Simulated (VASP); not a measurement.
# Bi in VASP: notebook

The runs below take Bi through single point, with PBE.

All numbers are computed with VASP 6.6.1; they aren't measurements. Logs are shortened: lines on timing, memory, paths and dates and some standing lists are left out, and cuts for length are marked.

## 1. The cell of the first run

The cell holds a slab with vacuum, 2 atoms: a = 4.349 Å, b = 4.349 Å, c = 28.000 Å, α = 90.00°, β = 90.00°, γ = 120.00°.

## 2. Single point, PBE

INCAR reads:

```
ALGO = Normal ; DIPOL = 0.5 0.5 0.500
EDIFF = 1E-6 ; ENCUT = 520
GGA = PE ; IDIPOL = 3
ISIF = 2 ; ISMEAR = 0
LASPH = T ; LCHARG = T
LDIPOL = T ; LELF = T
LREAL = F ; LVACPOTAV = T
LVHAR = T ; LWAVE = F
NBANDS = 22 ; NELM = 60
PREC = Accurate ; SIGMA = 0.02
```

KPOINTS reads:

```
k-points
0
Gamma
  9 9 1
```

POSCAR reads:

```
Bi
1.0
    4.3490000000      0.0000000000      0.0000000000
   -2.1745000000      3.7663444811      0.0000000000
    0.0000000000      0.0000000000     28.0000000000
Bi
2
Direct
    0.3333333333      0.6666666667      0.5131964286
    0.6666666667      0.3333333333      0.4868035714
```

Potentials or basis: VASP PAW PBE potentials, release 64 (Bi_d).

Command:

```sh
> cat potpaw_PBE.64/Bi_d/POTCAR > POTCAR
> mpirun -np 1 vasp_std > vasp.out
```

OUTCAR:

```text
EDIFF = 1E-6
   ENCUT = 520
   GGA = PE
   ISIF = 2
   ISMEAR = 0
   LASPH = T
   LREAL = F
   NELM = 60
   PREC = Accurate

 ion  position               nearest neighbor table
   1  0.333  0.667  0.513-   2 2.62   2 2.62   2 2.62
   2  0.667  0.333  0.487-   1 2.62   1 2.62   1 2.62

  LATTYP: Found a hexagonal cell.
 ALAT       =     4.3490000000
 C/A-ratio  =     6.4382616693

  Lattice vectors:

 A1 = (   4.3490000000,   0.0000000000,   0.0000000000)
 A2 = (  -2.1745000000,   3.7663444811,   0.0000000000)
 A3 = (   0.0000000000,   0.0000000000,  28.0000000000)

Analysis of symmetry for initial positions (statically):
=====================================================================
 Subroutine PRICEL returns:
 Original cell was already a primitive cell.

 Routine SETGRP: Setting up the symmetry group for a
 hexagonal supercell.

 Subroutine GETGRP returns: Found 12 space group operations
 (whereof 12 operations were pure point group operations)
 out of a pool of 24 trial point group operations.

The static configuration has the point symmetry D_3d.

Analysis of symmetry for dynamics (positions and initial velocities):
=====================================================================
 Subroutine PRICEL returns:
 Original cell was already a primitive cell.

 Routine SETGRP: Setting up the symmetry group for a
 hexagonal supercell.

 Subroutine GETGRP returns: Found 12 space group operations
 (whereof 12 operations were pure point group operations)
 out of a pool of 24 trial point group operations.

The dynamic configuration has the point symmetry D_3d.

 Subroutine INISYM returns: Found 12 space group operations
 (whereof 12 operations are pure point group operations),
 and found     1 'primitive' translations

----------------------------------------------------------------------------------------

                                     Primitive cell

  volume of cell :     458.6353

  direct lattice vectors                    reciprocal lattice vectors
     4.349000000  0.000000000  0.000000000     0.229937917  0.132754718  0.000000000
    -2.174500000  3.766344481  0.000000000     0.000000000  0.265509436  0.000000000
     0.000000000  0.000000000 28.000000000     0.000000000  0.000000000  0.035714286

  length of vectors
     4.349000000  4.349000000 28.000000000     0.265509436  0.265509436  0.035714286

  position of ions in fractional coordinates (direct lattice)
     0.333333333  0.666666667  0.513196429
     0.666666667  0.333333333  0.486803571

  ion indices of the primitive-cell ions
   primitive index   ion index
                 1           1
                 2           2

----------------------------------------------------------------------------------------

 KPOINTS: k-points

Automatic generation of k-mesh.
 Grid dimensions read from file:
 generate k-points for:    9    9    1

 Generating k-lattice:

  Cartesian coordinates                     Fractional coordinates (reciprocal lattice)
     0.025548657  0.014750524  0.000000000     0.111111111  0.000000000  0.000000000
     0.000000000  0.029501048  0.000000000     0.000000000  0.111111111  0.000000000
     0.000000000  0.000000000  0.035714286     0.000000000  0.000000000  1.000000000

  Length of vectors
     0.029501048  0.029501048  0.035714286

  Shift w.r.t. Gamma in fractional coordinates (k-lattice)
     0.000000000  0.000000000  0.000000000

 Subroutine IBZKPT returns following result:
 ===========================================

 Found     12 irreducible k-points:

 Following reciprocal coordinates:
            Coordinates               Weight
  0.000000  0.000000  0.000000      1.000000
  0.111111  0.000000  0.000000      6.000000
  0.222222 -0.000000  0.000000      6.000000
  0.333333  0.000000  0.000000      6.000000
  0.444444 -0.000000  0.000000      6.000000
  0.111111  0.111111  0.000000      6.000000
  0.222222  0.111111  0.000000     12.000000
  0.333333  0.111111  0.000000     12.000000
  0.444444  0.111111  0.000000      6.000000
  0.222222  0.222222  0.000000      6.000000
  0.333333  0.222222  0.000000     12.000000
  0.333333  0.333333  0.000000      2.000000
   k-points           NKPTS =     12   k-points in BZ     NKDIM =     12   number of bands    NBANDS=     22
   number of dos      NEDOS =    301   number of ions     NIONS =      2
   total plane-waves  NPLWV = 215040
   dimension x,y,z NGX =    32 NGY =   32 NGZ =  210
   dimension x,y,z NGXF=    64 NGYF=   64 NGZF=  420
   ions per type =               2
   NGX,Y,Z   is equivalent  to a cutoff of  12.23, 12.23, 12.47 a.u.
   NGXF,Y,Z  is equivalent  to a cutoff of  24.46, 24.46, 24.94 a.u.
 SYSTEM =  unknown system
   PREC   = accura    normal or accurate (medium, high low for compatibility)
   ISTART =      0    job   : 0-new  1-cont  2-samecut
   ICHARG =      2    charge: 1-file 2-atom 10-const
   ISPIN  =      1    spin polarized calculation?
   LNONCOLLINEAR =      F non collinear calculations
   LSORBIT =      F    spin-orbit coupling
   LASPH  =      T    aspherical Exc in radial PAW
   ENCUT  =  520.0 eV  38.22 Ry    6.18 a.u.   8.09  8.09 52.06*2*pi/ulx,y,z
   NELM   =     60;   NELMIN=  2; NELMDL= -5     # of ELM steps
   EDIFF  = 0.1E-05   stopping-criterion for ELM
   LREAL  =      F    real-space projection
[... 7 lines left out ...]
   TEBEG  =    0.0;   TEEND  =   0.0 temperature during run
   PSTRESS=    0.0 pullay stress
   NELECT =      30.0000    total number of electrons
   NUPDOWN=      -1.0000    fix difference up-down
   EMIN   =  10.00;   EMAX   =-10.00  energy-range for DOS
   EFERMI =   0.00;   METHOD = LEGACY
   ISMEAR =     0;   SIGMA  =   0.02  broadening in eV -4-tet -1-fermi 0-gaus
   EFERMI_NEDOS =   21; number of points for ismear=-14 and -15
   IALGO  =     38    algorithm
   IMIX   =      4    mixing-type and parameters
     AMIX     =   0.40;   BMIX     =  1.00
     AMIX_MAG =   1.60;   BMIX_MAG =  1.00
  volume/ion in A,a.u.               =     229.32      1547.51
  Fermi-wavevector in a.u.,A,eV,Ry     =   0.659618  1.246498  5.919846  0.435096
  Thomas-Fermi vector in A             =   1.731810
   LORBIT       =      0    0 simple, 1 ext, 2 COOP (PROOUT), +10 PAW based schemes
   GGA     = PE    functional components
   LHFCALC =     F    Hartree Fock is set to
   AEXX    =    0.0000 exact exchange contribution
   IVDW    =     0    specifies the selected vdW correction
   LEPSILON=     F    determine dielectric tensor
   LRPA    =     F    only Hartree local field effects (RPA)
 non-spin polarized calculation
 Gauss-broadening in eV      SIGMA  =   0.02
  energy-cutoff  :      520.00
  volume of cell :      458.64
 maximum number of plane-waves:     12380
   NGX = 17   NGY = 17   NGZ =105

 dipolmoment           0.000000      0.000000      0.000000 electrons x Angstroem

 number of electron      29.9999989 magnetization

 dipolmoment           0.000000      0.000000     -0.000000 electrons x Angstroem

 Free energy of the ion-electron system (eV)
  ---------------------------------------------------
  ext. energy  EPLUGINS =         0.00000000
  ---------------------------------------------------
  free energy    TOTEN  =        -4.47230476 eV

  energy without entropy =       -4.47063309  energy(sigma->0) =       -4.47146893

 E-fermi :  -2.1998     XC(G=0):  -1.7942

 val. band max:       -2.3520343524   @ k =   0.1111   0.1111   0.0000
 cond. band min:      -2.1997711558   @ k =   0.2222   0.1111   0.0000
 fundamental gap:      0.1522631966
 Fermi energy:        -2.1997711558

 k-point     1 :       0.0000    0.0000    0.0000
  band No.  band energies     occupation
      1     -26.1301      2.00000
      2     -26.1301      2.00000
      3     -25.8441      2.00000
      4     -25.8441      2.00000
      5     -25.6407      2.00000
      6     -25.3537      2.00000
[... 14 lines left out ...]
     21       1.7750      0.00000
     22       2.0772      0.00000

 k-point     2 :       0.1111    0.0000    0.0000
  band No.  band energies     occupation
      1     -26.1548      2.00000
      2     -26.1440      2.00000
      3     -25.8162      2.00000
      4     -25.8094      2.00000
      5     -25.6676      2.00000
      6     -25.3593      2.00000
[... 14 lines left out ...]
     21       1.8724      0.00000
     22       2.2055      0.00000

 k-point     3 :       0.2222   -0.0000    0.0000
  band No.  band energies     occupation
      1     -26.2005      2.00000
      2     -26.1652      2.00000
      3     -25.7720      2.00000
      4     -25.7392      2.00000
      5     -25.7233      2.00000
      6     -25.3770      2.00000
[... 14 lines left out ...]
     21       2.2034      0.00000
     22       2.5848      0.00000

 k-point     4 :       0.3333    0.0000    0.0000
  band No.  band energies     occupation
      1     -26.2379      2.00000
      2     -26.1717      2.00000
      3     -25.8319      2.00000
      4     -25.6987      2.00000
      5     -25.6774      2.00000
      6     -25.3830      2.00000
[... 14 lines left out ...]
     21       2.8792      0.00000
     22       3.1862      0.00000

 k-point     5 :       0.4444   -0.0000    0.0000
  band No.  band energies     occupation
      1     -26.2574      2.00000
      2     -26.1652      2.00000
      3     -25.8914      2.00000
      4     -25.6777      2.00000
      5     -25.6452      2.00000
      6     -25.3753      2.00000
[... 117 lines left out ...]
 k-point    10 :       0.2222    0.2222    0.0000
  band No.  band energies     occupation
      1     -26.3072      2.00000
      2     -26.0993      2.00000
      3     -25.8631      2.00000
      4     -25.6688      2.00000
      5     -25.6251      2.00000
      6     -25.4879      2.00000
[... 14 lines left out ...]
     21       3.2191      0.00000
     22       3.6515      0.00000

 k-point    11 :       0.3333    0.2222    0.0000
  band No.  band energies     occupation
      1     -26.3411      2.00000
      2     -26.0483      2.00000
      3     -25.9181      2.00000
      4     -25.6340      2.00000
      5     -25.6016      2.00000
      6     -25.5052      2.00000
[... 14 lines left out ...]
     21       3.7989      0.00000
     22       4.1260      0.00000

 k-point    12 :       0.3333    0.3333    0.0000
  band No.  band energies     occupation
      1     -26.3616      2.00000
      2     -25.9748      2.00000
      3     -25.9748      2.00000
      4     -25.5911      2.00000
      5     -25.5710      2.00000
      6     -25.5710      2.00000
[... 14 lines left out ...]
     21       3.4297      0.00000
     22       4.5247      0.00000

------------------------ aborting loop because EDIFF is reached ----------------------------------------

 vacuum level on the upper side and lower side of the slab       (xc-potential included)        -0.120        -0.120

  FORCE on cell =-STRESS in cart. coord.  units (eV):
  Direction    XX          YY          ZZ          XY          YZ          ZX
  --------------------------------------------------------------------------------------
  -------------------------------------------------------------------------------------
  Total       15.9355849     15.9355849      3.0159509      0.0000000      0.0000000      0.0000000
  in kB       55.6687043     55.6687043     10.5357966      0.0000000      0.0000000      0.0000000
  external PRESSURE =      40.6244017 kB  Pullay stress =       0.0000000 kB

 VOLUME and BASIS-vectors are now :
 -----------------------------------------------------------------------------
  energy-cutoff  :      520.00
  volume of cell :      458.64
      direct lattice vectors                 reciprocal lattice vectors
     4.349000000  0.000000000  0.000000000     0.229937917  0.132754718  0.000000000
    -2.174500000  3.766344481  0.000000000     0.000000000  0.265509436  0.000000000
     0.000000000  0.000000000 28.000000000     0.000000000  0.000000000  0.035714286

 POSITION                                       TOTAL-FORCE (eV/Angst)
 -----------------------------------------------------------------------------------
     -0.00000      2.51090     14.36950         0.000000     -0.000000      4.126120
      2.17450      1.25545     13.63050        -0.000000      0.000000     -4.126120
 -----------------------------------------------------------------------------------
    total drift:                                0.000000     -0.000000     -0.000000

  FREE ENERGIE OF THE ION-ELECTRON SYSTEM (eV)
  ---------------------------------------------------
  free  energy   TOTEN  =        -4.4723047630 eV

  energy  without entropy=       -4.4706330902  energy(sigma->0) =       -4.47146893

 vacuum level on the upper side and lower side of the slab         1.622         1.622
```

Wall time 4.3 min (1 thread of Intel Xeon 8259CL, shared host); peak memory 0.49 GiB.

Results:

| Property | Result |
| --- | --- |
| Free energy | -4.4723 eV |
| Largest force | 4.126 eV/Å |
| Band gap on the k mesh | zero (bands 15 and 16 overlap by 0.25 eV) |
| Work function of the upper face | 3.82 eV |
| Work function of the lower face | 3.82 eV |

Forces in eV/Å, atoms in the order of the input:
```
Bi   0.000  0.000  4.126
Bi   0.000  0.000 -4.126
```

Caveat: spin-orbit coupling is left out, which moves the levels of the heavy elements.

(Part 1 of 2 ends here.)
